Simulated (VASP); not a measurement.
A run of VASP 6.6.1 is set up as follows.

The input POSCAR:

```
PbF2
1.0
    0.0000000000      2.9458082816      2.9458082816
    2.9458082816      0.0000000000      2.9458082816
    2.9458082816      2.9458082816      0.0000000000
Pb F
1 2
Direct
    0.0000000000      0.0000000000      0.0000000000
    0.2500000000      0.2500000000      0.2500000000
    0.7500000000      0.7500000000      0.7500000000
```

INCAR.step1

```
SYSTEM = PbF2
PREC = Accurate
ENCUT = 520
EDIFF = 1E-5
ISMEAR = 0
SIGMA = 0.01
LREAL = .False.
LASPH = .True.
NELM = 80
ALGO = Normal
ISIF = 2
LWAVE = .True.
LCHARG = .False.
NBANDS = 21
GGA = PE
```

INCAR.step2

```
SYSTEM = PbF2
PREC = Accurate
ENCUT = 520
EDIFF = 1E-6
ISMEAR = 0
SIGMA = 0.01
LREAL = .False.
LASPH = .True.
NELM = 80
ALGO = Normal
ISIF = 2
LWAVE = .False.
LCHARG = .False.
GGA = PE
LHFCALC = .True.
AEXX = 0.75
HFSCREEN = 0.3
PRECFOCK = Normal
NBANDS = 21
ISTART = 1
```

File KPOINTS:

```
regular mesh
0
Gamma
  4 4 4
  0 0 0
```

Potentials or basis: VASP PAW PBE potentials, release 64 (Pb_d, F).

The run is started by

```sh
$ cat potpaw_PBE.64/Pb_d/POTCAR potpaw_PBE.64/F/POTCAR > POTCAR
$ cp INCAR.step1 INCAR
$ mpirun -np 1 vasp_std > vasp.out
$ cp INCAR.step2 INCAR
$ mpirun -np 1 vasp_std > vasp.out
```

**Question.** What does it give for the pressure?

**Answer.** -0.4 GPa.

**Question.** Estimate the band gap on the k mesh.

**Answer.** 7.60 eV (least direct gap 7.71 eV).

Caveat: the k points lie up to 0.46 Å⁻¹ apart; the PAW data sets were made with another functional, which shifts forces and pressure a little; spin-orbit coupling is left out, which moves the levels of the heavy elements. A k mesh can miss the band edges.
